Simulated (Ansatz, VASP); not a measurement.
## One calculation of Y2Si3O, two programs

```
CELL_PARAMETERS angstrom
4.01579 0.00000 0.00000
-2.00790 3.47778 0.00000
0.00000 0.00000 7.37275
ATOMIC_POSITIONS crystal
Y 0.66667 0.33333 0.82479
Y 0.33333 0.66667 0.17521
Si 0.66667 0.33333 0.40824
Si 0.33333 0.66667 0.59176
Si 0.00000 0.00000 0.50000
O 0.00000 0.00000 0.00000
```

Change from the starting cell: species swapped into the Li3SmSb2 type (P-3m1, No. 164).

Alike in both runs: functional PBE; k mesh 6 × 6 × 4; occupations gaussian, width 0.1 eV; no spin polarisation.

Ansatz relaxed the structure, and its values are those at the end. VASP's run is a single point on that final structure, the one shown.

|  | VASP | Ansatz |
| --- | --- | --- |
| version | VASP 6.6.1 | Ansatz 0.2.0 |
| potentials or method | VASP PAW PBE potentials, release 64 (Y_sv, Si, O), cutoff 520 eV | scalar-relativistic, plane waves, PAW |
| valence electrons in the cell | 40 | 40 |

|  | VASP | Ansatz | Ansatz less VASP |
| --- | --- | --- | --- |
| gap on the k mesh at the Fermi level (eV) | none | none | - |
| pressure (GPa) | -0.2 | -0.1 | +0.10 |
| rms of the force components (eV/Å) | 0.013 | 0.012 | -0.0012 |

A gap of «none» marks a metal or a gap that the smearing closes. The functional is the same, so the differences come from potentials, cutoffs and numerics.
